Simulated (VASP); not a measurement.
Input of a VASP 6.6.1 run:

Contents of POSCAR:

```
Ag2O3
1.0
    5.0561498500      0.0000000000      0.0000000000
    0.0000000000      5.0561498500      0.0000000000
    0.0000000000      0.0000000000      5.0561498500
Ag O
4 6
Direct
    0.2500000000      0.2500000000      0.2500000000
    0.2500000000      0.7500000000      0.7500000000
    0.7500000000      0.7500000000      0.2500000000
    0.7500000000      0.2500000000      0.7500000000
    0.5000000000      0.0000000000      0.0000000000
    0.5000000000      0.0000000000      0.5000000000
    0.0000000000      0.5000000000      0.0000000000
    0.5000000000      0.5000000000      0.0000000000
    0.0000000000      0.5000000000      0.5000000000
    0.0000000000      0.0000000000      0.5000000000
```

Contents of INCAR.step1:

```
PREC     = Accurate       # precision mode
ENCUT    = 520            # plane-wave cutoff, eV
ISMEAR   = -1             # smearing method
SIGMA    = 0.1            # smearing width, eV
LREAL    = F              # projectors in reciprocal space
LASPH    = T              # aspherical terms in the spheres
NELM     = 60             # most SCF steps
NBANDS   = 51             # bands
GGA      = PE             # functional
ALGO     = Normal         # electronic algorithm
EDIFF    = 1E-4           # SCF threshold, eV
LWAVE    = T              # write WAVECAR
LCHARG   = F              # write CHGCAR
```

File INCAR.step2:

```
PREC     = Accurate       # precision mode
ENCUT    = 520            # plane-wave cutoff, eV
EDIFF    = 1E-7           # SCF threshold, eV
ISMEAR   = -1             # smearing method
SIGMA    = 0.1            # smearing width, eV
LREAL    = F              # projectors in reciprocal space
LASPH    = T              # aspherical terms in the spheres
NELM     = 60             # most SCF steps
ALGO     = Normal         # electronic algorithm
ISIF     = 2              # what is computed and relaxed
LWAVE    = F              # write WAVECAR
LCHARG   = T              # write CHGCAR
METAGGA  = R2SCAN         # meta-GGA
LMIXTAU  = T            
LELF     = T              # ELF
LVHAR    = T            
NBANDS   = 51             # bands
ISTART   = 1
```

The input KPOINTS:

```
regular mesh
0
Gamma
  7 7 7
```

Potentials or basis: VASP PAW PBE potentials, release 64 (Ag, O).

Command:

```sh
$ cat potpaw_PBE.64/Ag/POTCAR potpaw_PBE.64/O/POTCAR > POTCAR
$ cp INCAR.step1 INCAR
$ mpirun -np 1 vasp_std > vasp.out
$ cp INCAR.step2 INCAR
$ mpirun -np 1 vasp_std > vasp.out
```

Q: What does it give for the band gap on the k mesh?

A: Zero (band 40 reaches 4.89 eV, above the bottom of band 41 at 4.09 eV).

Q: Predict the pressure.

A: -2.7 GPa.

Caveat: the PAW data sets were made with another functional, which shifts forces and pressure a little.
